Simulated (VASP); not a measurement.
Here is a VASP 6.6.1 calculation.

File INCAR:

```
SYSTEM = V
PREC     = Accurate       ! precision mode
ENCUT    = 520            ! plane-wave cutoff, eV
EDIFF    = 1E-6           ! SCF threshold, eV
ISMEAR   = -1             ! smearing method
SIGMA    = 0.05           ! smearing width, eV
LREAL    = .False.        ! projectors in reciprocal space
LASPH    = .True.         ! aspherical terms in the spheres
NELM     = 150            ! most SCF steps
ALGO     = Normal         ! electronic algorithm
ISIF     = 2              ! what is computed and relaxed
LWAVE    = .False.        ! write WAVECAR
LCHARG   = .False.        ! write CHGCAR
ISPIN    = 2              ! spin polarisation
MAGMOM   = 1              ! initial moments
LORBIT   = 11             ! projections on sites
LMAXMIX  = 4              ! l up to which the mixer works
GGA      = PE             ! functional
NBANDS   = 16             ! bands
```

KPOINTS

```
Automatic mesh
0
Gamma
  16 16 16
  0 0 0
```

Contents of POSCAR:

```
V
1.0
    0.0000000000      1.9336862979      1.9336862979
    1.9336862979      0.0000000000      1.9336862979
    1.9336862979      1.9336862979      0.0000000000
V
1
Direct
    0.0000000000      0.0000000000      0.0000000000
```

Potentials or basis: VASP PAW PBE potentials, release 64 (V_sv).

Run with:

```bash
$ cat potpaw_PBE.64/V_sv/POTCAR > POTCAR
$ mpirun -np 1 vasp_std > vasp.out
```

**Question.** Estimate the net moment.

**Answer.** 0.00 μB per cell.

**Question.** Predict the pressure.

**Answer.** -6.2 GPa.

Caveat: the cell stands under tension; the moments typed at the start vanished in this run.
